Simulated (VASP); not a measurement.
The system is TiB2.

```
Ti B
1.0
     3.02920    0.00000    0.00000
    -1.51460    2.62336    0.00000
     0.00000    0.00000    3.22840
Ti B
1 2
Cartesian
  0.0000 0.0000 0.0000
  1.5146 0.8745 1.6142
  0.0000 1.7489 1.6142
```

Base run:

- Program: VASP 6.6.1
- Functional: LDA
- Potentials or basis: VASP PAW LDA potentials, release 64 (Ti_sv, B_h)
- Cutoff: 1230 eV
- k mesh: 10 × 10 × 8
- Occupations: fermi-dirac, width 0.05 eV
- Spin: no spin polarisation
- Hubbard terms: Ti d U = 4.0 eV

Its results: band gap on the k mesh zero (bands 9 and 10 overlap by 0.60 eV); pressure -2.7 GPa.

Question: The run is repeated on the same cell with these changes: hubbard terms from Ti d U = 4.0 eV to Ti d U = 5.0 eV. What comes out?

Answer: Band gap on the k mesh zero (bands 9 and 10 overlap by 0.61 eV); pressure -0.6 GPa.

Caveats: U without spin polarisation on a metal has little footing; the U is typed as a test and isn't derived for this compound.
